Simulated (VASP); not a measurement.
Crystal: Ta.

```xyz
2
Lattice="3.3000 0.0000 0.0000 0.0000 3.3000 0.0000 0.0000 0.0000 3.3000" Properties=species:S:1:pos:R:3 pbc="T T T"
Ta    0.0000    0.0000    0.0000
Ta    1.6500    1.6500    1.6500
```

* Program: VASP 6.6.1
* Task: relaxation of volume and atoms at fixed shape
* Functional: PBE
* Potentials or basis: VASP PAW PBE potentials, release 64 (Ta_pv)
* Cutoff: 600 eV
* k mesh: 13 × 13 × 13
* Occupations: methfessel-paxton, width 0.1 eV
* Spin: no spin polarisation

At the start: pressure 3.9 GPa; volume 17.97 Å³/atom.

**Question.** How do energy, volume and symmetry change on relaxing?

**Answer.** Over 3 steps the energy falls by 4.2 meV/atom and the volume is 18.33 Å³/atom (+2.0 %); space group Im-3m (No. 229, to 0.1 Å) before and after.

Step by step:
```tsv
step	energy change (eV)	largest force (eV/Å)	pressure (GPa)	volume (Å³)
1	0.0000	0.0000	3.92	35.94
2	0.0333	0.0000	-7.94	38.27
3	-0.0085	0.0000	-0.04	36.65
```

Final structure:
```
Ta
1.0
     3.32173    0.00000    0.00000
     0.00000    3.32173    0.00000
     0.00000    0.00000    3.32173
Ta
2
Direct
  0.00000 0.00000 0.00000
  0.50000 0.50000 0.50000
```
